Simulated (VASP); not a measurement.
# Y (Fm-3m) in VASP: further runs

The runs below take Y through single point, with PBE.

All numbers are computed with VASP 6.6.1; they aren't measurements. Logs are shortened: lines on timing, memory, paths and dates and some standing lists are left out, and cuts for length are marked.

### 1 The cell of the first run

Symmetry: Fm-3m, No. 225, cubic system. The conventional cell has a = 4.664 Å, b = 4.664 Å, c = 4.664 Å, α = 90.00°, β = 90.00°, γ = 90.00°. Within 4.3 Å of Y (site symmetry m-3m) lie 12 Y at 3.30 Å.

This isn't the form of Y at room conditions, which is hcp.

### 2 Single point, PBE (25.37 Å³/atom)

POSCAR reads:

```
Y
1.0
    0.0000000000      2.3321630867      2.3321630867
    2.3321630867      0.0000000000      2.3321630867
    2.3321630867      2.3321630867      0.0000000000
Y
1
Direct
    0.0000000000      0.0000000000      0.0000000000
```

INCAR.step1 reads:

```
PREC = Accurate ; ENCUT = 520
EDIFF = 1E-7 ; ISMEAR = -1
SIGMA = 0.08 ; LREAL = False
LASPH = True ; NELM = 100
ALGO = Normal ; ISIF = 2
LWAVE = False ; LCHARG = True
LMAXMIX = 4 ; GGA = PE
NBANDS = 12
```

KPOINTS.step1 reads:

```
regular mesh
0
Gamma
  14 14 14
```

INCAR.step2 reads:

```
PREC = Accurate ; ENCUT = 520
EDIFF = 1E-7 ; ISMEAR = -5
SIGMA = 0.08 ; LREAL = False
LASPH = True ; NELM = 100
ALGO = Normal ; ISIF = 2
LWAVE = False ; LCHARG = False
LMAXMIX = 4 ; GGA = PE
LORBIT = 10 ; NBANDS = 12
NEDOS = 2001 ; ICHARG = 11
```

KPOINTS.step2 reads:

```
regular mesh
0
Gamma
  21 21 21
```

Potentials or basis: VASP PAW PBE potentials, release 64 (Y_sv).

Started as:

```bash
$ cat potpaw_PBE.64/Y_sv/POTCAR > POTCAR
$ cp INCAR.step1 INCAR
$ cp KPOINTS.step1 KPOINTS
$ mpirun -np 1 vasp_std > vasp.out
$ cp INCAR.step2 INCAR
$ cp KPOINTS.step2 KPOINTS
$ mpirun -np 1 vasp_std > vasp.out
```

OUTCAR:

```text
PREC = Accurate
   ENCUT = 520
   EDIFF = 1E-7
   ISMEAR = -5
   LREAL = False
   LASPH = True
   NELM = 100
   ISIF = 2
   GGA = PE
   LORBIT = 10
   ICHARG = 11

 ion  position               nearest neighbor table
   1  0.000  0.000  0.000-

  LATTYP: Found a face centered cubic cell.
 ALAT       =     4.6643261734

  Lattice vectors:

 A1 = (   0.0000000000,   2.3321630867,   2.3321630867)
 A2 = (   2.3321630867,   0.0000000000,   2.3321630867)
 A3 = (   2.3321630867,   2.3321630867,   0.0000000000)

Analysis of symmetry for initial positions (statically):
=====================================================================
 Subroutine PRICEL returns:
 Original cell was already a primitive cell.

 Routine SETGRP: Setting up the symmetry group for a
 face centered cubic supercell.

 Subroutine GETGRP returns: Found 48 space group operations
 (whereof 48 operations were pure point group operations)
 out of a pool of 48 trial point group operations.

The static configuration has the point symmetry O_h .

Analysis of symmetry for dynamics (positions and initial velocities):
=====================================================================
 Subroutine PRICEL returns:
 Original cell was already a primitive cell.

 Routine SETGRP: Setting up the symmetry group for a
 face centered cubic supercell.

 Subroutine GETGRP returns: Found 48 space group operations
 (whereof 48 operations were pure point group operations)
 out of a pool of 48 trial point group operations.

The dynamic configuration has the point symmetry O_h .

 Subroutine INISYM returns: Found 48 space group operations
 (whereof 48 operations are pure point group operations),
 and found     1 'primitive' translations

----------------------------------------------------------------------------------------

                                     Primitive cell

  volume of cell :      25.3692

  direct lattice vectors                    reciprocal lattice vectors
     0.000000000  2.332163087  2.332163087    -0.214393240  0.214393240  0.214393240
     2.332163087  0.000000000  2.332163087     0.214393240 -0.214393240  0.214393240
     2.332163087  2.332163087  0.000000000     0.214393240  0.214393240 -0.214393240

  length of vectors
     3.298176667  3.298176667  3.298176667     0.371339984  0.371339984  0.371339984

  position of ions in fractional coordinates (direct lattice)
     0.000000000  0.000000000  0.000000000

  ion indices of the primitive-cell ions
   primitive index   ion index
                 1           1

----------------------------------------------------------------------------------------

 KPOINTS: regular mesh

Automatic generation of k-mesh.
 Grid dimensions read from file:
 generate k-points for:   21   21   21

 Generating k-lattice:

  Cartesian coordinates                     Fractional coordinates (reciprocal lattice)
    -0.010209202  0.010209202  0.010209202     0.047619048  0.000000000  0.000000000
     0.010209202 -0.010209202  0.010209202     0.000000000  0.047619048  0.000000000
     0.010209202  0.010209202 -0.010209202     0.000000000  0.000000000  0.047619048

  Length of vectors
     0.017682856  0.017682856  0.017682856

  Shift w.r.t. Gamma in fractional coordinates (k-lattice)
     0.000000000  0.000000000  0.000000000

 TETIRR: Found   1276 inequivalent tetrahedra from    55566

 Subroutine IBZKPT returns following result:
 ===========================================

 Found    286 irreducible k-points:

 Following reciprocal coordinates:
            Coordinates               Weight
  0.000000  0.000000  0.000000      1.000000
  0.047619  0.000000  0.000000      8.000000
  0.095238  0.000000  0.000000      8.000000
  0.142857  0.000000  0.000000      8.000000
  0.190476  0.000000  0.000000      8.000000
  0.238095  0.000000  0.000000      8.000000
[... 16 lines left out ...]
 -0.428571  0.047619  0.000000     24.000000
 -0.380952  0.047619  0.000000     24.000000
 [... further k-points ...]
   k-points           NKPTS =    286   k-points in BZ     NKDIM =    286   number of bands    NBANDS=     12
   number of dos      NEDOS =   2001   number of ions     NIONS =      1
   total plane-waves  NPLWV =  21952
   dimension x,y,z NGX =    28 NGY =   28 NGZ =   28
   dimension x,y,z NGXF=    56 NGYF=   56 NGZF=   56
   ions per type =               1
   NGX,Y,Z   is equivalent  to a cutoff of  14.11, 14.11, 14.11 a.u.
   NGXF,Y,Z  is equivalent  to a cutoff of  28.23, 28.23, 28.23 a.u.
 SYSTEM =  unknown system
   PREC   = accura    normal or accurate (medium, high low for compatibility)
   ISTART =      0    job   : 0-new  1-cont  2-samecut
   ICHARG =     11    charge: 1-file 2-atom 10-const
   ISPIN  =      1    spin polarized calculation?
   LNONCOLLINEAR =      F non collinear calculations
   LSORBIT =      F    spin-orbit coupling
   LASPH  =      T    aspherical Exc in radial PAW
   ENCUT  =  520.0 eV  38.22 Ry    6.18 a.u.   6.13  6.13  6.13*2*pi/ulx,y,z
   NELM   =    100;   NELMIN=  2; NELMDL=  0     # of ELM steps
   EDIFF  = 0.1E-06   stopping-criterion for ELM
   LREAL  =      F    real-space projection
   EDIFFG = 0.1E-05   stopping-criterion for IOM
   NSW    =      0    number of steps for IOM
   IBRION =     -1    ionic relax: 0-MD 1-quasi-New 2-CG
   NFREE  =      0    steps in history (QN), initial steepest desc. (CG)
   ISIF   =      2    stress and relaxation
   ISYM   =      2    0-nonsym 1-usesym 2-fastsym
   POTIM  = 0.5000    time-step for ionic-motion
   TEBEG  =    0.0;   TEEND  =   0.0 temperature during run
   PSTRESS=    0.0 pullay stress
   NELECT =      11.0000    total number of electrons
   NUPDOWN=      -1.0000    fix difference up-down
   EMIN   =  10.00;   EMAX   =-10.00  energy-range for DOS
   EFERMI =   0.00;   METHOD = LEGACY
   ISMEAR =    -5;   SIGMA  =   0.08  broadening in eV -4-tet -1-fermi 0-gaus
   EFERMI_NEDOS =   21; number of points for ismear=-14 and -15
   IALGO  =     38    algorithm
   IMIX   =      4    mixing-type and parameters
     AMIX     =   0.40;   BMIX     =  1.00
     AMIX_MAG =   1.60;   BMIX_MAG =  1.00
  volume/ion in A,a.u.               =      25.37       171.20
  Fermi-wavevector in a.u.,A,eV,Ry     =   1.239092  2.341544 20.889684  1.535348
  Thomas-Fermi vector in A             =   2.373590
   LORBIT       =     10    0 simple, 1 ext, 2 COOP (PROOUT), +10 PAW based schemes
   GGA     = PE    functional components
   LHFCALC =     F    Hartree Fock is set to
   AEXX    =    0.0000 exact exchange contribution
   IVDW    =     0    specifies the selected vdW correction
   LEPSILON=     F    determine dielectric tensor
   LRPA    =     F    only Hartree local field effects (RPA)
 non-spin polarized calculation
 Fermi weights with tetrahedron method with Bloechl corrections
  energy-cutoff  :      520.00
  volume of cell :       25.37
 maximum number of plane-waves:       701
 NGX is ok and might be reduce to    28

 number of electron      11.0000000 magnetization

 Free energy of the ion-electron system (eV)
  ---------------------------------------------------
  ext. energy  EPLUGINS =         0.00000000
  ---------------------------------------------------
  free energy    TOTEN  =        -6.15127725 eV

  energy without entropy =       -6.15127725  energy(sigma->0) =       -6.15127725

 E-fermi :   4.3757     XC(G=0): -10.4753

 val. band max:        4.3818594640   @ k =  -0.3810   0.3810   0.1905
 cond. band min:       4.3920744722   @ k =   0.4286   0.2381   0.0952
 fundamental gap:      0.0102150082
 Fermi energy:         4.3756831301

 k-point     1 :       0.0000    0.0000    0.0000
  band No.  band energies     occupation
      1     -37.7605      2.00000
      2     -17.1629      2.00000
      3     -17.1629      2.00000
      4     -17.1629      2.00000
      5      -0.6197      2.00000
      6       6.4370      0.00000
      7       6.4370      0.00000
      8       6.4370      0.00000
      9       9.1348      0.00000
     10       9.1348      0.00000
     11      14.0873      0.00000
     12      18.1766      0.00000

 k-point     2 :       0.0476    0.0000    0.0000
  band No.  band energies     occupation
      1     -37.7564      2.00000
      2     -17.1935      2.00000
      3     -17.1664      2.00000
      4     -17.1664      2.00000
      5      -0.5429      2.00000
      6       6.3484      0.00000
      7       6.4735      0.00000
      8       6.4735      0.00000
      9       9.0858      0.00000
     10       9.0858      0.00000
     11      14.2679      0.00000
     12      17.8330      0.00000

 k-point     3 :       0.0952    0.0000    0.0000
  band No.  band energies     occupation
      1     -37.7447      2.00000
      2     -17.2817      2.00000
      3     -17.1767      2.00000
      4     -17.1767      2.00000
      5      -0.3192      2.00000
      6       6.1138      0.00000
      7       6.5726      0.00000
      8       6.5726      0.00000
      9       8.9640      0.00000
     10       8.9640      0.00000
     11      14.7575      0.00000
     12      17.1454      0.00000

 k-point     4 :       0.1429    0.0000    0.0000
  band No.  band energies     occupation
      1     -37.7262      2.00000
      2     -17.4173      2.00000
      3     -17.1927      2.00000
      4     -17.1927      2.00000
      5       0.0312      2.00000
      6       5.8055      0.00000
      7       6.6990      0.00000
      8       6.6990      0.00000
      9       8.8397      0.00000
     10       8.8397      0.00000
     11      15.3157      0.00000
     12      16.6029      0.00000

 k-point     5 :       0.1905    0.0000    0.0000
  band No.  band energies     occupation
      1     -37.7025      2.00000
      2     -17.5857      2.00000
      3     -17.2130      2.00000
      4     -17.2130      2.00000
      5       0.4734      2.00000
      6       5.5006      0.00000
      7       6.7871      0.00000
      8       6.7871      0.00000
      9       8.8151      0.00000
     10       8.8151      0.00000
     11      15.1930      0.00000
     12      16.9657      0.00000
[... 228 lines left out ...]
      1     -37.5761      2.00000
      2     -18.3831      2.00000
      3     -17.3320      2.00000
      4     -17.3251      2.00000
      5       2.1612      2.00000
      6       5.7267      0.00000
      7       6.2367      0.00000
      8       6.2752      0.00000
      9      10.9780      0.00000
     10      11.1243      0.00000
     11      13.9592      0.00000
     12      15.1578      0.00000

 k-point    22 :      -0.4762    0.0476    0.0000
  band No.  band energies     occupation
      1     -37.5734      2.00000
      2     -18.3996      2.00000
      3     -17.3395      2.00000
      4     -17.3223      2.00000
      5       2.1717      2.00000
      6       5.7650      0.00000
      7       6.2457      0.00000
      8       6.2605      0.00000
      9      11.0720      0.00000
     10      11.2201      0.00000
     11      14.0834      0.00000
     12      14.8488      0.00000

 k-point    23 :      -0.4286    0.0476    0.0000
  band No.  band energies     occupation
      1     -37.5789      2.00000
      2     -18.3665      2.00000
      3     -17.3398      2.00000
      4     -17.3128      2.00000
      5       2.1512      2.00000
      6       5.7067      0.00000
      7       6.2296      0.00000
      8       6.2749      0.00000
      9      10.7426      0.00000
     10      11.1728      0.00000
     11      13.8954      0.00000
     12      15.4033      0.00000

 k-point    24 :      -0.3810    0.0476    0.0000
  band No.  band energies     occupation
      1     -37.5923      2.00000
      2     -18.2860      2.00000
      3     -17.3330      2.00000
      4     -17.2974      2.00000
      5       2.0789      2.00000
      6       5.5069      0.00000
      7       6.2569      0.00000
      8       6.3613      0.00000
      9      10.2364      0.00000
     10      10.8636      0.00000
     11      13.8220      0.00000
     12      16.3315      0.00000

 [... further k-points ...]
[... 5 lines left out ...]
  --------------------------------------------------------------------------------------
  -------------------------------------------------------------------------------------
  Total        2.2195139      2.2195139      2.2195139      0.0000000     -0.0000000      0.0000000
  in kB      140.1721399    140.1721399    140.1721399      0.0000000     -0.0000000      0.0000000
  external PRESSURE =     140.1721399 kB  Pullay stress =       0.0000000 kB

 VOLUME and BASIS-vectors are now :
 -----------------------------------------------------------------------------
  energy-cutoff  :      520.00
  volume of cell :       25.37
      direct lattice vectors                 reciprocal lattice vectors
     0.000000000  2.332163087  2.332163087    -0.214393240  0.214393240  0.214393240
     2.332163087  0.000000000  2.332163087     0.214393240 -0.214393240  0.214393240
     2.332163087  2.332163087  0.000000000     0.214393240  0.214393240 -0.214393240

 POSITION                                       TOTAL-FORCE (eV/Angst)
 -----------------------------------------------------------------------------------
      0.00000      0.00000      0.00000         0.000000     -0.000000      0.000000
 -----------------------------------------------------------------------------------
    total drift:                               -0.000000     -0.000000     -0.000000

  FREE ENERGIE OF THE ION-ELECTRON SYSTEM (eV)
  ---------------------------------------------------
  free  energy   TOTEN  =        -6.1512772487 eV

  energy  without entropy=       -6.1512772487  energy(sigma->0) =       -6.15127725

 total charge

# of ion       s       p       d       f       tot
--------------------------------------------------
    1        2.328   6.263   1.227   0.015   9.833
```

Run time: 2.1 min. Hardware: 1 thread of Intel Xeon 8259CL, shared host; peak memory 0.24 GiB.

Results:

```yaml
Valence_electrons_inside_the_program's_atomic_spheres: Y 9.83
```

Caveat: tetrahedron occupations give inexact forces and stress in metals.

(Part 1 of 2 ends here.)
